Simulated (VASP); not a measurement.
WS2 (Tungstenite):

```
W S
1.0
     3.18000    0.00000    0.00000
    -1.59000    2.75396    0.00000
     0.00000    0.00000   12.50000
W S
2 4
Direct
  0.66667 0.33333 0.75000
  0.33333 0.66667 0.25000
  0.66667 0.33333 0.37500
  0.33333 0.66667 0.87500
  0.66667 0.33333 0.12500
  0.33333 0.66667 0.62500
```

Base run:

* Program: VASP 6.6.1
* Functional: BLYP
* Potentials or basis: VASP PAW PBE potentials, release 64 (W_sv, S)
* Cutoff: 520 eV
* k mesh: 10 × 10 × 3
* Occupations: fermi-dirac, width 0.05 eV
* Spin: no spin polarisation

Its results: band gap on the k mesh 1.14 eV, indirect (least direct gap 2.09 eV); pressure 9.8 GPa; largest force 0.568 eV/Å.

After a change of settings the same cell gave: band gap on the k mesh 1.18 eV, indirect (least direct gap 2.09 eV); pressure 4.1 GPa; largest force 0.179 eV/Å. Which change was it?
A. functional from BLYP to revPBE
B. functional from BLYP to PBE; k mesh from 10 × 10 × 3 to 8 × 8 × 2
C. functional from BLYP to PBEsol; hubbard terms from none to W d U = 6.0 eV
D. functional from BLYP to PBEsol

A.

Caveats: the PAW data sets were made with another functional, which shifts forces and pressure a little; spin-orbit coupling is left out, which moves the levels of the heavy elements; this functional lacks dispersion, which binds the layers, so the pressure and a relaxed spacing across them are unreliable.
